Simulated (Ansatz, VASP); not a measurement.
# TiO: VASP beside Ansatz

```xyz
4
Lattice="2.8516 0.0000 0.0000 -1.4258 2.4696 0.0000 0.0000 0.0000 5.5675" Properties=species:S:1:pos:R:3 pbc="T T T"
Ti    0.0000    1.6464    1.3919
Ti    1.4258    0.8232    4.1756
O     0.0000    0.0000    0.0000
O     0.0000    0.0000    2.7838
```

Alike in both runs: task single point; functional PBEsol; k mesh 6 × 6 × 2; occupations gaussian, width 0.1 eV; no spin polarisation.

|  | VASP | Ansatz |
| --- | --- | --- |
| version | VASP 6.6.1 | Ansatz 0.2.0 |
| potentials or method | VASP PAW PBE potentials, release 64 (Ti_sv, O), cutoff 520 eV | scalar-relativistic, plane waves, PAW |
| valence electrons in the cell | 36 | 36 |

```csv
,VASP,Ansatz,Ansatz less VASP
gap on the k mesh at the Fermi level (eV),none,none,-
pressure (GPa),-9.4,-10.0,-0.65
"traceless stress, the component that is largest in VASP (GPa)",-1.57,-1.67,-0.103
```

VASP's potentials were made for PBE, not for PBEsol. A gap of «none» marks a metal or a gap that the smearing closes.

The k mesh is coarse, so the values compare programs but aren't converged.
